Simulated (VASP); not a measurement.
# Mo (P6_3/mmc) in VASP: a series of runs, part 2 of 3

VASP 6.6.1.

**4. Single point, PBEsol (14.36 Å³/atom)**

This run uses another cell than the first one, of 14.36 Å³/atom.

INCAR

```
SYSTEM = Mo
PREC = Accurate
ENCUT = 520
EDIFF = 1E-6
ISMEAR = -1
SIGMA = 0.1
LREAL = .FALSE.
LASPH = .TRUE.
NELM = 80
ALGO = Normal
ISIF = 2
LWAVE = .FALSE.
LCHARG = .FALSE.
GGA = PS
NBANDS = 21
```

KPOINTS

```
Automatic mesh
0
G
  15 15 8
  0 0 0
```

POSCAR

```
Mo
1.0
    2.6592387472      0.0000000000      0.0000000000
   -1.3296193736      2.3029683098      0.0000000000
    0.0000000000      0.0000000000      4.6907134436
Mo
2
Direct
    0.3333333333      0.6666666667      0.2500000000
    0.6666666667      0.3333333333      0.7500000000
```

Potentials or basis: VASP PAW PBE potentials, release 64 (Mo_sv).

Started as:

```bash
$ cat potpaw_PBE.64/Mo_sv/POTCAR > POTCAR
$ mpirun -np 1 vasp_std > vasp.out
```

OUTCAR:

```text
SYSTEM = Mo
   PREC = Accurate
   ENCUT = 520
   EDIFF = 1E-6
   ISMEAR = -1
   LREAL = .FALSE.
   LASPH = .TRUE.
   NELM = 80
   ISIF = 2
   GGA = PS

 ion  position               nearest neighbor table
   1  0.333  0.667  0.250-   2 2.80   2 2.80   2 2.80   2 2.80   2 2.80   2 2.80
   2  0.667  0.333  0.750-   1 2.80   1 2.80   1 2.80   1 2.80   1 2.80   1 2.80

  LATTYP: Found a hexagonal cell.
 ALAT       =     2.6592387472
 C/A-ratio  =     1.7639309177

  Lattice vectors:

 A1 = (   2.6592387472,   0.0000000000,   0.0000000000)
 A2 = (  -1.3296193736,   2.3029683098,   0.0000000000)
 A3 = (   0.0000000000,   0.0000000000,   4.6907134436)

Analysis of symmetry for initial positions (statically):
=====================================================================
 Subroutine PRICEL returns:
 Original cell was already a primitive cell.

 Routine SETGRP: Setting up the symmetry group for a
 hexagonal supercell.

 Subroutine GETGRP returns: Found 24 space group operations
 (whereof 12 operations were pure point group operations)
 out of a pool of 24 trial point group operations.

The static configuration has the point symmetry D_3d.
 The point group associated with its full space group is D_6h.

Analysis of symmetry for dynamics (positions and initial velocities):
=====================================================================
 Subroutine PRICEL returns:
 Original cell was already a primitive cell.

 Routine SETGRP: Setting up the symmetry group for a
 hexagonal supercell.

 Subroutine GETGRP returns: Found 24 space group operations
 (whereof 12 operations were pure point group operations)
 out of a pool of 24 trial point group operations.

The dynamic configuration has the point symmetry D_3d.
 The point group associated with its full space group is D_6h.

 Subroutine INISYM returns: Found 24 space group operations
 (whereof 12 operations are pure point group operations),
 and found     1 'primitive' translations

----------------------------------------------------------------------------------------

                                     Primitive cell

  volume of cell :      28.7266

  direct lattice vectors                    reciprocal lattice vectors
     2.659238747  0.000000000  0.000000000     0.376047469  0.217111107  0.000000000
    -1.329619374  2.302968310  0.000000000     0.000000000  0.434222215  0.000000000
     0.000000000  0.000000000  4.690713444     0.000000000  0.000000000  0.213187186

  length of vectors
     2.659238747  2.659238747  4.690713444     0.434222215  0.434222215  0.213187186

  position of ions in fractional coordinates (direct lattice)
     0.333333333  0.666666667  0.250000000
     0.666666667  0.333333333  0.750000000

  ion indices of the primitive-cell ions
   primitive index   ion index
                 1           1
                 2           2

----------------------------------------------------------------------------------------

 KPOINTS: Automatic mesh

Automatic generation of k-mesh.
 Grid dimensions read from file:
 generate k-points for:   15   15    8

 Generating k-lattice:

  Cartesian coordinates                     Fractional coordinates (reciprocal lattice)
     0.025069831  0.014474074  0.000000000     0.066666667 -0.000000000  0.000000000
     0.000000000  0.028948148  0.000000000     0.000000000  0.066666667  0.000000000
     0.000000000  0.000000000  0.026648398     0.000000000  0.000000000  0.125000000

  Length of vectors
     0.028948148  0.028948148  0.026648398

  Shift w.r.t. Gamma in fractional coordinates (k-lattice)
     0.000000000  0.000000000  0.000000000

 Subroutine IBZKPT returns following result:
 ===========================================

 Found    135 irreducible k-points:

 Following reciprocal coordinates:
            Coordinates               Weight
  0.000000  0.000000  0.000000      1.000000
  0.066667 -0.000000  0.000000      6.000000
  0.133333 -0.000000  0.000000      6.000000
  0.200000  0.000000  0.000000      6.000000
  0.266667 -0.000000  0.000000      6.000000
  0.333333  0.000000  0.000000      6.000000
[... 16 lines left out ...]
  0.333333  0.200000  0.000000     12.000000
  0.400000  0.200000  0.000000      6.000000
 [... further k-points ...]
   k-points           NKPTS =    135   k-points in BZ     NKDIM =    135   number of bands    NBANDS=     21
   number of dos      NEDOS =    301   number of ions     NIONS =      2
   total plane-waves  NPLWV =  14400
   dimension x,y,z NGX =    20 NGY =   20 NGZ =   36
   dimension x,y,z NGXF=    40 NGYF=   40 NGZF=   72
   ions per type =               2
   NGX,Y,Z   is equivalent  to a cutoff of  12.50, 12.50, 12.76 a.u.
   NGXF,Y,Z  is equivalent  to a cutoff of  25.01, 25.01, 25.52 a.u.
 SYSTEM =  Mo
   PREC   = accura    normal or accurate (medium, high low for compatibility)
   ISTART =      0    job   : 0-new  1-cont  2-samecut
   ICHARG =      2    charge: 1-file 2-atom 10-const
   ISPIN  =      1    spin polarized calculation?
   LNONCOLLINEAR =      F non collinear calculations
   LSORBIT =      F    spin-orbit coupling
   LASPH  =      T    aspherical Exc in radial PAW
   ENCUT  =  520.0 eV  38.22 Ry    6.18 a.u.   4.94  4.94  8.72*2*pi/ulx,y,z
   NELM   =     80;   NELMIN=  2; NELMDL= -5     # of ELM steps
   EDIFF  = 0.1E-05   stopping-criterion for ELM
   LREAL  =      F    real-space projection
   EDIFFG = 0.1E-04   stopping-criterion for IOM
   NSW    =      0    number of steps for IOM
   IBRION =     -1    ionic relax: 0-MD 1-quasi-New 2-CG
   NFREE  =      0    steps in history (QN), initial steepest desc. (CG)
   ISIF   =      2    stress and relaxation
   ISYM   =      2    0-nonsym 1-usesym 2-fastsym
   POTIM  = 0.5000    time-step for ionic-motion
   TEBEG  =    0.0;   TEEND  =   0.0 temperature during run
   PSTRESS=    0.0 pullay stress
   NELECT =      28.0000    total number of electrons
   NUPDOWN=      -1.0000    fix difference up-down
   EMIN   =  10.00;   EMAX   =-10.00  energy-range for DOS
   EFERMI =   0.00;   METHOD = LEGACY
   ISMEAR =    -1;   SIGMA  =   0.10  broadening in eV -4-tet -1-fermi 0-gaus
   EFERMI_NEDOS =   21; number of points for ismear=-14 and -15
   IALGO  =     38    algorithm
   IMIX   =      4    mixing-type and parameters
     AMIX     =   0.40;   BMIX     =  1.00
     AMIX_MAG =   1.60;   BMIX_MAG =  1.00
  volume/ion in A,a.u.               =      14.36        96.93
  Fermi-wavevector in a.u.,A,eV,Ry     =   1.623178  3.067361 35.847356  2.634706
  Thomas-Fermi vector in A             =   2.716670
   LORBIT       =      0    0 simple, 1 ext, 2 COOP (PROOUT), +10 PAW based schemes
   GGA     = PS    functional components
   LHFCALC =     F    Hartree Fock is set to
   AEXX    =    0.0000 exact exchange contribution
   IVDW    =     0    specifies the selected vdW correction
   LEPSILON=     F    determine dielectric tensor
   LRPA    =     F    only Hartree local field effects (RPA)
 non-spin polarized calculation
  energy-cutoff  :      520.00
  volume of cell :       28.73
 maximum number of plane-waves:       795
 NGX is ok and might be reduce to    20
   NGX =  9   NGY =  9   NGZ = 17

 number of electron      28.0000000 magnetization

 Free energy of the ion-electron system (eV)
  ---------------------------------------------------
  ext. energy  EPLUGINS =         0.00000000
  ---------------------------------------------------
  free energy    TOTEN  =       -22.50739203 eV

  energy without entropy =      -22.42956731  energy(sigma->0) =      -22.46847967

 E-fermi :  13.5230     XC(G=0): -13.9908

 val. band max:       13.5067075106   @ k =   0.3333   0.0000   0.3750
 cond. band min:      13.5262407165   @ k =   0.1333  -0.0000   0.3750
 fundamental gap:      0.0195332059
 Fermi energy:        13.5230246303

 k-point     1 :       0.0000    0.0000    0.0000
  band No.  band energies     occupation
      1     -47.2174      2.00000
      2     -46.9573      2.00000
      3     -22.0419      2.00000
      4     -20.4841      2.00000
      5     -20.3337      2.00000
      6     -20.3337      2.00000
[... 13 lines left out ...]
     20      17.4336      0.00000
     21      24.8209      0.00000
[... 529 lines left out ...]
 k-point    24 :       0.4000    0.2000    0.0000
  band No.  band energies     occupation
      1     -46.7792      2.00000
      2     -46.7266      2.00000
      3     -21.9185      2.00000
      4     -21.7034      2.00000
      5     -21.1854      2.00000
      6     -21.1279      2.00000
[... 13 lines left out ...]
     20      23.3922      0.00000
     21      24.8239      0.00000

 [... further k-points ...]

------------------------ aborting loop because EDIFF is reached ----------------------------------------

  FORCE on cell =-STRESS in cart. coord.  units (eV):
  Direction    XX          YY          ZZ          XY          YZ          ZX
  --------------------------------------------------------------------------------------
  -------------------------------------------------------------------------------------
  Total        4.9357536      4.9357536      4.2114185      0.0000000     -0.0000000      0.0000000
  in kB      275.2832980    275.2832980    234.8847338      0.0000000     -0.0000000      0.0000000
  external PRESSURE =     261.8171099 kB  Pullay stress =       0.0000000 kB

 VOLUME and BASIS-vectors are now :
 -----------------------------------------------------------------------------
  energy-cutoff  :      520.00
  volume of cell :       28.73
      direct lattice vectors                 reciprocal lattice vectors
     2.659238747  0.000000000  0.000000000     0.376047469  0.217111107  0.000000000
    -1.329619374  2.302968310  0.000000000     0.000000000  0.434222215  0.000000000
     0.000000000  0.000000000  4.690713444     0.000000000  0.000000000  0.213187186

 POSITION                                       TOTAL-FORCE (eV/Angst)
 -----------------------------------------------------------------------------------
     -0.00000      1.53531      1.17268        -0.000000     -0.000000      0.000000
      1.32962      0.76766      3.51804         0.000000      0.000000      0.000000
 -----------------------------------------------------------------------------------
    total drift:                               -0.000000      0.000000     -0.000000

  FREE ENERGIE OF THE ION-ELECTRON SYSTEM (eV)
  ---------------------------------------------------
  free  energy   TOTEN  =       -22.5073920258 eV

  energy  without entropy=      -22.4295673116  energy(sigma->0) =      -22.46847967
```

It took 86 s on 1 thread of Intel Xeon 8259CL, shared host; peak memory 0.19 GiB.

Results:

* Free energy: -22.5074 eV
* Pressure: 26.2 GPa
* Band gap on the k mesh: zero (bands 14 and 15 overlap by 2.19 eV)

Levels at points of the mesh, in eV from the Fermi level:
| k point | band 10 | band 11 | band 12 | band 13 | band 14 | band 15 | band 16 | band 17 | band 18 | band 19 |
| --- | --- | --- | --- | --- | --- | --- | --- | --- | --- | --- |
| (0.00, 0.00, 0.00) | -5.23 | -1.95 | -0.82 | -0.82 | -0.21 | -0.21 | 1.04 | 1.58 | 1.58 | 3.91 |
| (0.00, 0.00, 0.50) | -5.36 | -2.05 | -2.05 | -0.79 | -0.79 | -0.79 | -0.79 | 3.15 | 3.15 | 3.15 |

Caveat: the cell stands under pressure; the PAW data sets were made with another functional, which shifts forces and pressure a little.

(Part 2 of 3 ends here.)

The gap in the log of VASP goes by the Fermi energy; the results here count the filled bands.